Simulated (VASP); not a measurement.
# SiC (P6_3mc) in VASP: notebook

SiC is run at these levels: HSE06; tasks: single point.

Everything below comes from runs of VASP 6.6.1. Logs are shortened: lines on timing, memory, paths and dates and some standing lists are left out, and cuts for length are marked.

### Step 1. The cell of the first run

It takes space group P6_3mc (No. 186, hexagonal). The conventional cell has a = 3.045 Å, b = 3.045 Å, c = 5.057 Å, α = 90.00°, β = 90.00°, γ = 120.00°. Within 2.5 Å of Si (site symmetry 3m) lie 4 C at 1.87 to 1.89 Å. Within 2.5 Å of C (site symmetry 3m) lie 4 Si at 1.87 to 1.89 Å.

### Step 2. Single point, HSE06 (epitaxial xy strain -1.0%)

File POSCAR:

```
SiC
1.0
    3.0446026830      0.0000000000      0.0000000000
   -1.5223013415      2.6367032679      0.0000000000
    0.0000000000      0.0000000000      5.0570496432
Si C
2 2
Direct
    0.3333333333      0.6666666667      0.0002096863
    0.6666666667      0.3333333333      0.5002096863
    0.3333333333      0.6666666667      0.3747903137
    0.6666666667      0.3333333333      0.8747903137
```

File INCAR.step1:

```
SYSTEM = SiC
ALGO = Normal ; EDIFF = 1E-5
ENCUT = 520 ; GGA = PE
ISIF = 2 ; ISMEAR = 0
LASPH = .True. ; LCHARG = .False.
LREAL = .False. ; LWAVE = .True.
NBANDS = 16 ; NELM = 60
PREC = Accurate ; SIGMA = 0.01
```

File INCAR.step2:

```
SYSTEM = SiC
ALGO = Normal ; EDIFF = 1E-6
ENCUT = 520 ; GGA = PE
HFSCREEN = 0.2079 ; ISIF = 2
ISMEAR = 0 ; ISTART = 1
LASPH = .True. ; LCHARG = .False.
LHFCALC = .True. ; LREAL = .False.
LWAVE = .False. ; NBANDS = 16
NELM = 60 ; PREC = Accurate
PRECFOCK = Normal ; SIGMA = 0.01
```

File KPOINTS:

```
k-points
0
Gamma
  6 6 4
  0 0 0
```

Potentials or basis: VASP PAW PBE potentials, release 64 (Si, C).

Run with:

```console
> cat potpaw_PBE.64/Si/POTCAR potpaw_PBE.64/C/POTCAR > POTCAR
> cp INCAR.step1 INCAR
> mpirun -np 1 vasp_std > vasp.out
> cp INCAR.step2 INCAR
> mpirun -np 1 vasp_std > vasp.out
```

OUTCAR:

```text
SYSTEM = SiC
   EDIFF = 1E-6
   ENCUT = 520
   GGA = PE
   HFSCREEN = 0.2079
   ISIF = 2
   ISMEAR = 0
   ISTART = 1
   LASPH = .True.
   LHFCALC = .True.
   LREAL = .False.
   NELM = 60
   PREC = Accurate
   PRECFOCK = Normal

 ion  position               nearest neighbor table
   1  0.333  0.667  0.000-   4 1.87   4 1.87   4 1.87   3 1.89   2 3.08   2 3.08   2 3.08   2 3.08
                             2 3.08   2 3.08
   2  0.667  0.333  0.500-   3 1.87   3 1.87   3 1.87   4 1.89   1 3.08   1 3.08   1 3.08   1 3.08
                             1 3.08   1 3.08
   3  0.333  0.667  0.375-   2 1.87   2 1.87   2 1.87   1 1.89
   4  0.667  0.333  0.875-   1 1.87   1 1.87   1 1.87   2 1.89

  LATTYP: Found a hexagonal cell.
 ALAT       =     3.0446026830
 C/A-ratio  =     1.6609883685

  Lattice vectors:

 A1 = (   3.0446026830,   0.0000000000,   0.0000000000)
 A2 = (  -1.5223013415,   2.6367032679,   0.0000000000)
 A3 = (   0.0000000000,   0.0000000000,   5.0570496432)

Analysis of symmetry for initial positions (statically):
=====================================================================
 Subroutine PRICEL returns:
 Original cell was already a primitive cell.

 Routine SETGRP: Setting up the symmetry group for a
 hexagonal supercell.

 Subroutine GETGRP returns: Found 12 space group operations
 (whereof  6 operations were pure point group operations)
 out of a pool of 24 trial point group operations.

The static configuration has the point symmetry C_3v.
 The point group associated with its full space group is C_6v.

Analysis of symmetry for dynamics (positions and initial velocities):
=====================================================================
 Subroutine PRICEL returns:
 Original cell was already a primitive cell.

 Routine SETGRP: Setting up the symmetry group for a
 hexagonal supercell.

 Subroutine GETGRP returns: Found 12 space group operations
 (whereof  6 operations were pure point group operations)
 out of a pool of 24 trial point group operations.

The dynamic configuration has the point symmetry C_3v.
 The point group associated with its full space group is C_6v.

 Subroutine INISYM returns: Found 12 space group operations
 (whereof  6 operations are pure point group operations),
 and found     1 'primitive' translations

----------------------------------------------------------------------------------------

                                     Primitive cell

  volume of cell :      40.5965

  direct lattice vectors                    reciprocal lattice vectors
     3.044602683  0.000000000  0.000000000     0.328450082  0.189630743  0.000000000
    -1.522301341  2.636703268  0.000000000     0.000000000  0.379261486  0.000000000
     0.000000000  0.000000000  5.057049643     0.000000000  0.000000000  0.197743758

  length of vectors
     3.044602683  3.044602683  5.057049643     0.379261486  0.379261486  0.197743758

  position of ions in fractional coordinates (direct lattice)
     0.333333333  0.666666667  0.000209686
     0.666666667  0.333333333  0.500209686
     0.333333333  0.666666667  0.374790314
     0.666666667  0.333333333  0.874790314

  ion indices of the primitive-cell ions
   primitive index   ion index
                 1           1
                 2           2
                 3           3
                 4           4

----------------------------------------------------------------------------------------

 KPOINTS: k-points

Automatic generation of k-mesh.
 Grid dimensions read from file:
 generate k-points for:    6    6    4

 Generating k-lattice:

  Cartesian coordinates                     Fractional coordinates (reciprocal lattice)
     0.054741680  0.031605124  0.000000000     0.166666667  0.000000000  0.000000000
     0.000000000  0.063210248  0.000000000     0.000000000  0.166666667  0.000000000
     0.000000000  0.000000000  0.049435939     0.000000000  0.000000000  0.250000000

  Length of vectors
     0.063210248  0.063210248  0.049435939

  Shift w.r.t. Gamma in fractional coordinates (k-lattice)
     0.000000000  0.000000000  0.000000000

 Subroutine IBZKPT returns following result:
 ===========================================

 Found     21 irreducible k-points:

 Following reciprocal coordinates:
            Coordinates               Weight
  0.000000  0.000000  0.000000      1.000000
  0.166667  0.000000  0.000000      6.000000
  0.333333  0.000000  0.000000      6.000000
  0.500000  0.000000  0.000000      3.000000
  0.166667  0.166667  0.000000      6.000000
  0.333333  0.166667  0.000000     12.000000
[... 13 lines left out ...]
  0.333333  0.166667  0.500000     12.000000
  0.333333  0.333333  0.500000      2.000000
   k-points           NKPTS =     21   k-points in BZ     NKDIM =    144   number of bands    NBANDS=     16
   number of dos      NEDOS =    301   number of ions     NIONS =      4
   total plane-waves  NPLWV =  23040
   dimension x,y,z NGX =    24 NGY =   24 NGZ =   40
   dimension x,y,z NGXF=    48 NGYF=   48 NGZF=   80
   ions per type =               2   2
   NGX,Y,Z   is equivalent  to a cutoff of  13.10, 13.10, 13.15 a.u.
   NGXF,Y,Z  is equivalent  to a cutoff of  26.21, 26.21, 26.30 a.u.
 SYSTEM =  SiC
   PREC   = accura    normal or accurate (medium, high low for compatibility)
   ISTART =      1    job   : 0-new  1-cont  2-samecut
   ICHARG =      0    charge: 1-file 2-atom 10-const
   ISPIN  =      1    spin polarized calculation?
   LNONCOLLINEAR =      F non collinear calculations
   LSORBIT =      F    spin-orbit coupling
   LASPH  =      T    aspherical Exc in radial PAW
   ENCUT  =  520.0 eV  38.22 Ry    6.18 a.u.   5.66  5.66  9.40*2*pi/ulx,y,z
   NELM   =     60;   NELMIN=  2; NELMDL=  0     # of ELM steps
   EDIFF  = 0.1E-05   stopping-criterion for ELM
   LREAL  =      F    real-space projection
   EDIFFG = 0.1E-04   stopping-criterion for IOM
   NSW    =      0    number of steps for IOM
   IBRION =     -1    ionic relax: 0-MD 1-quasi-New 2-CG
   NFREE  =      0    steps in history (QN), initial steepest desc. (CG)
   ISIF   =      2    stress and relaxation
   ISYM   =      3    0-nonsym 1-usesym 2-fastsym
   POTIM  = 0.5000    time-step for ionic-motion
   TEBEG  =    0.0;   TEEND  =   0.0 temperature during run
   PSTRESS=    0.0 pullay stress
   NELECT =      16.0000    total number of electrons
   NUPDOWN=      -1.0000    fix difference up-down
   EMIN   =  10.00;   EMAX   =-10.00  energy-range for DOS
   EFERMI =   0.00;   METHOD = LEGACY
   ISMEAR =     0;   SIGMA  =   0.01  broadening in eV -4-tet -1-fermi 0-gaus
   EFERMI_NEDOS =   21; number of points for ismear=-14 and -15
   IALGO  =     38    algorithm
   IMIX   =      1    mixing-type and parameters
     AMIX     =   0.40;   BMIX     =  1.00
     AMIX_MAG =   1.60;   BMIX_MAG =  1.00
  volume/ion in A,a.u.               =      10.15        68.49
  Fermi-wavevector in a.u.,A,eV,Ry     =   1.200287  2.268214 19.601764  1.440689
  Thomas-Fermi vector in A             =   2.336127
   LORBIT       =      0    0 simple, 1 ext, 2 COOP (PROOUT), +10 PAW based schemes
   GGA     = PE    functional components
   LHFCALC =     T    Hartree Fock is set to
   PRECFOCK=normal    Normal, Fast or Accurate (Low or Medium for compatibility)
   ENCUT4O =  -1.0   cutoff for four orbital integrals eV
   NKREDX  =     1    reduce k-point grid by
   NKREDY  =     1    reduce k-point grid by
   NKREDZ  =     1    reduce k-point grid by
   AEXX    =    0.2500 exact exchange contribution
   HFSCREEN=    0.2079 screening length (either q_TF or 0.3 A-1)
   HFSCREENC=   0.2079 screening length for correlation (either q_TF or 0.3 A-1)
   ENCUTFOCK=  -1.0 apply spherical cutoff to Coloumb kernel
   IVDW    =     0    specifies the selected vdW correction
   LEPSILON=     F    determine dielectric tensor
   LRPA    =     F    only Hartree local field effects (RPA)
 non-spin polarized calculation
 Gauss-broadening in eV      SIGMA  =   0.01
  energy-cutoff  :      520.00
  volume of cell :       40.60
 maximum number of plane-waves:      1111
 NGX is ok and might be reduce to    24
  NGX = 18; NGY = 18; NGZ = 30

 number of electron      15.9999999 magnetization

 Free energy of the ion-electron system (eV)
  ---------------------------------------------------
  ext. energy  EPLUGINS =         0.00000000
  ---------------------------------------------------
  free energy    TOTEN  =       -34.81952245 eV

  energy without entropy =      -34.81952245  energy(sigma->0) =      -34.81952245

 E-fermi :   8.0054     XC(G=0):  -9.4145

 val. band max:        7.9060311273   @ k =   0.0000   0.0000   0.0000
 cond. band min:      10.9475213319   @ k =   0.3333   0.3333   0.0000
 fundamental gap:      3.0414902046
 Fermi energy:         8.0054132229

 k-point     1 :       0.0000    0.0000    0.0000
  band No.  band energies     occupation
      1      -9.4571      2.00000
      2      -5.6310      2.00000
      3      -1.8145      2.00000
      4       6.4945      2.00000
      5       6.4945      2.00000
      6       7.6706      2.00000
[... 8 lines left out ...]
     15      18.4152      0.00000
     16      20.9799      0.00000

 k-point     2 :       0.1667    0.0000    0.0000
  band No.  band energies     occupation
      1      -8.9240      2.00000
      2      -5.1798      2.00000
      3      -1.3151      2.00000
      4       4.1125      2.00000
      5       5.7302      2.00000
      6       6.1616      2.00000
[... 8 lines left out ...]
     15      18.9631      0.00000
     16      19.3916      0.00000

 k-point     3 :       0.3333    0.0000    0.0000
  band No.  band energies     occupation
      1      -7.3992      2.00000
      2      -4.0997      2.00000
      3      -0.3246      2.00000
      4       0.9907      2.00000
      5       3.0078      2.00000
      6       4.6686      2.00000
[... 8 lines left out ...]
     15      20.5172      0.00000
     16      21.8998      0.00000
[... 305 lines left out ...]
 k-point    20 :       0.3333    0.1667    0.5000
  band No.  band energies     occupation
      1      -5.0148      2.00000
      2      -5.0148      2.00000
      3      -0.3998      2.00000
      4      -0.3998      2.00000
      5       3.3766      2.00000
      6       3.3766      2.00000
[... 8 lines left out ...]
     15      21.5096      0.00000
     16      21.5096      0.00000

 k-point    21 :       0.3333    0.3333    0.5000
  band No.  band energies     occupation
      1      -4.1699      2.00000
      2      -4.1699      2.00000
      3      -0.6408      2.00000
      4      -0.6408      2.00000
      5       1.6266      2.00000
      6       1.6266      2.00000
[... 8 lines left out ...]
     15      21.0820      0.00000
     16      21.0820      0.00000

------------------------ aborting loop because EDIFF is reached ----------------------------------------

  FORCE on cell =-STRESS in cart. coord.  units (eV):
  Direction    XX          YY          ZZ          XY          YZ          ZX
  --------------------------------------------------------------------------------------
  -------------------------------------------------------------------------------------
  Total        1.3042385      1.3042385     -0.4676249      0.0000000      0.0000000      0.0000000
  in kB       51.4728816     51.4728816    -18.4552148      0.0000000      0.0000000      0.0000000
  external PRESSURE =      28.1635161 kB  Pullay stress =       0.0000000 kB

 VOLUME and BASIS-vectors are now :
 -----------------------------------------------------------------------------
  energy-cutoff  :      520.00
  volume of cell :       40.60
      direct lattice vectors                 reciprocal lattice vectors
     3.044602683  0.000000000  0.000000000     0.328450082  0.189630743  0.000000000
    -1.522301341  2.636703268  0.000000000     0.000000000  0.379261486  0.000000000
     0.000000000  0.000000000  5.057049643     0.000000000  0.000000000  0.197743758

 POSITION                                       TOTAL-FORCE (eV/Angst)
 -----------------------------------------------------------------------------------
     -0.00000      1.75780      0.00106        -0.000000      0.000000     -0.014968
      1.52230      0.87890      2.52959         0.000000     -0.000000     -0.014968
     -0.00000      1.75780      1.89533        -0.000000     -0.000000      0.014968
      1.52230      0.87890      4.42386         0.000000     -0.000000      0.014968
 -----------------------------------------------------------------------------------
    total drift:                                0.000000      0.000001      0.000000

  FREE ENERGIE OF THE ION-ELECTRON SYSTEM (eV)
  ---------------------------------------------------
  free  energy   TOTEN  =       -34.8195224512 eV

  energy  without entropy=      -34.8195224512  energy(sigma->0) =      -34.81952245
```

Wall time 18 min (1 thread of Intel Xeon Platinum 8488C (Sapphire Rapids), shared host); peak memory 0.26 GiB.

What came out:

- Free energy: -34.8195 eV
- Pressure: 2.8 GPa
- Largest force: 0.015 eV/Å
- Band gap on the k mesh: 3.04 eV (least direct gap 5.21 eV)

Forces in eV/Å, atoms in the order of the input:
```
Si   0.000  0.000 -0.015
Si   0.000  0.000 -0.015
C    0.000  0.000  0.015
C    0.000  0.000  0.015
```

Levels at points of the mesh, in eV from the valence-band top:
| k point | band 4 | band 5 | band 6 | band 7 | band 8 | band 9 | band 10 | band 11 | band 12 | band 13 |
| --- | --- | --- | --- | --- | --- | --- | --- | --- | --- | --- |
| (0.00, 0.00, 0.00) | -1.41 | -1.41 | -0.24 | 0.00 | 0.00 | 6.31 | 7.42 | 8.08 | 8.08 | 9.22 |
| (0.50, 0.00, 0.00) | -7.06 | -6.03 | -3.65 | -3.61 | -1.36 | 3.84 | 5.15 | 8.25 | 8.44 | 11.46 |
| (0.00, 0.00, 0.50) | -5.05 | -0.76 | -0.76 | -0.76 | -0.76 | 7.41 | 7.41 | 8.79 | 8.79 | 8.79 |
| (0.50, 0.00, 0.50) | -9.18 | -2.70 | -2.70 | -2.67 | -2.67 | 4.25 | 4.25 | 6.40 | 6.40 | 11.95 |

Caveat: the cell differs from its parent crystal (epitaxial xy strain -1.0%); the PAW data sets were made with another functional, which shifts forces and pressure a little.

[end of part 1 of 2]
